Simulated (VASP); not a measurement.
A run of VASP 6.6.1 is set up as follows.

File INCAR:

```
ALGO = Fast
EDIFF = 1E-7
EDIFFG = -0.01
ENCUT = 600
GGA = PE
IBRION = 2
ISIF = 3
ISMEAR = 0
LASPH = True
LCHARG = False
LREAL = False
LWAVE = False
NELM = 80
NSW = 100
PREC = Accurate
SIGMA = 0.1
```

File KPOINTS:

```
k-points
0
Gamma
  8 8 8
```

The input POSCAR:

```
Pb2O
1.0
    5.4796538010      0.0000000000      0.0000000000
    0.0000000000      5.4796538010      0.0000000000
    0.0000000000      0.0000000000      5.4796538010
Pb O
4 2
Direct
    0.2500000000      0.2500000000      0.2500000000
    0.7500000000      0.7500000000      0.2500000000
    0.2500000000      0.7500000000      0.7500000000
    0.7500000000      0.2500000000      0.7500000000
    0.0000000000      0.0000000000      0.0000000000
    0.5000000000      0.5000000000      0.5000000000
```

Potentials or basis: VASP PAW PBE potentials, release 64 (Pb_d, O).

Command:

```console
$ cat potpaw_PBE.64/Pb_d/POTCAR potpaw_PBE.64/O/POTCAR > POTCAR
$ mpirun -np 1 vasp_std > vasp.out
```

(1) What does it give for the band gap on the k mesh?

(2) Predict the relaxed cell.

Results:

(1) zero (bands 34 and 35 overlap by 0.84 eV).

(2) a = 5.475 Å, b = 5.475 Å, c = 5.475 Å, α = 90.00°, β = 90.00°, γ = 90.00°.

Caveat: spin-orbit coupling is left out, which moves the levels of the heavy elements.
